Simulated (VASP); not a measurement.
## TaAgS2: single point with PBE

Crystal: TaAgS2.

```xyz
4
Lattice="3.7791 0.0000 0.0000 -1.8896 3.2728 0.0000 0.0000 0.0000 5.8577" Properties=species:S:1:pos:R:3 pbc="T T T"
Ta    0.0000    0.0000    2.9288
Ag    0.0000    0.0000    0.0000
S     0.0000    2.1819    1.4644
S     1.8896    1.0909    4.3932
```

| Property | Result |
| --- | --- |
| Program | VASP 6.6.1 |
| Task | single point |
| Functional | PBE |
| Potentials or basis | VASP PAW PBE potentials, release 64 (Ta_pv, Ag, S) |
| Cutoff | 520 eV |
| k mesh | 6 × 6 × 4 |
| Occupations | gaussian, width 0.1 eV |
| Spin | no spin polarisation |

```json
{"Pressure": "-2.3 GPa", "Largest force": "1.682 eV/Å", "Band gap on the k mesh": "zero (bands 17 and 18 overlap by 0.58 eV)"}
```

Forces on the atoms (eV/Å):
```
Ta   0.000  0.000  0.000
Ag   0.000  0.000  0.000
S    0.000  0.000  1.682
S    0.000  0.000 -1.682
```

Stress tensor (GPa, compression positive):
```
-5.33  0.00  0.00
 0.00 -5.33  0.00
 0.00  0.00  3.90
```

Levels at points of the mesh, in eV from the Fermi level:
```tsv
k point	band 15	band 16	band 17	band 18	band 19	band 20
(0.00, 0.00, 0.00)	-2.70	-2.32	-0.04	-0.04	0.92	1.63
(0.50, 0.00, 0.00)	-3.06	-2.68	-0.59	1.09	1.14	3.23
(0.00, 0.00, 0.50)	-1.24	-1.24	-0.56	-0.56	-0.56	2.64
(0.50, 0.00, 0.50)	-1.89	-1.46	-1.44	1.06	1.09	1.95
```

Run time: 25 s on 1 thread of AMD EPYC 9R45 96-Core Processor (Zen 5), on a shared host, peak memory 0.18 GiB.

Caveat: the stress differs along the axes, from -5 to 4 GPa; spin-orbit coupling is left out, which moves the levels of the heavy elements; forces of over 1 eV/Å act on the atoms, so gaps and moduli don't describe the material at rest.
